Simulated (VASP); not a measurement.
# Nb: single point with PBEsol

The system is Nb.

```
CELL_PARAMETERS angstrom
0.02115 2.12557 2.12557
2.12557 0.02115 2.12557
2.12557 2.12557 0.02115
ATOMIC_POSITIONS crystal
Nb 0.00000 0.00000 0.00000
```

This cell differs from its parent crystal: equal xy, yz and zx shear strains of +1 %.

```json
{
  "Program": "VASP 6.6.1",
  "Task": "single point",
  "Functional": "PBEsol",
  "Potentials or basis": "VASP PAW PBE potentials, release 64 (Nb_sv)",
  "Cutoff": "520 eV",
  "k mesh": "13 × 13 × 13",
  "Occupations": "fermi-dirac, width 0.08 eV",
  "Spin": "no spin polarisation"
}
```

| Property | Result |
| --- | --- |
| Pressure | -6.9 GPa |

Stress tensor (GPa, compression positive):
```
-6.92  0.47  0.47
 0.47 -6.92  0.47
 0.47  0.47 -6.92
```

Levels at points of the mesh, in eV from the Fermi level:
| k point | band 4 | band 5 | band 6 | band 7 | band 8 | band 9 |
| --- | --- | --- | --- | --- | --- | --- |
| (0.00, 0.00, 0.00) | -30.09 | -6.21 | -0.02 | 0.20 | 0.20 | 2.69 |

It took 16 s on 1 thread of Intel(R) Xeon(R) 6975P-C (Granite Rapids), on a shared host, peak memory 0.17 GiB.

Caveat: the cell differs from its parent crystal (equal xy, yz and zx shear strains of +1 %); the PAW data sets were made with another functional, which shifts forces and pressure a little.
